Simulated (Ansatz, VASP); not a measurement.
## ScZn in VASP and in Ansatz

```xyz
2
Lattice="3.3941 0.0000 0.0000 0.0000 3.3941 0.0000 0.0000 0.0000 3.3941" Properties=species:S:1:pos:R:3 pbc="T T T"
Sc    0.0000    0.0000    0.0000
Zn    1.6970    1.6970    1.6970
```

Change from the starting cell: volume scaled by 1.04, crystal datasets.

Alike in both runs: task electric field gradients; functional PBEsol; k mesh 10 × 10 × 10; occupations fermi-dirac, width 0.03 eV; no spin polarisation.

|  | VASP | Ansatz |
| --- | --- | --- |
| version | VASP 6.6.1 | Ansatz 0.2.0 |
| potentials or method | VASP PAW PBE potentials, release 64 (Sc_sv, Zn), cutoff 520 eV | all-electron PAW with datasets made for the crystal, scalar-relativistic |

VASP gave:

| Item | Value |
| --- | --- |
| pressure (GPa) | -5.7 |

Q: What did Ansatz give for the same quantities?

A: Pressure (GPa): -5.8.

VASP's potentials were made for PBE, not for PBEsol. Ansatz ran all-electron here, and VASP with PAW potentials.
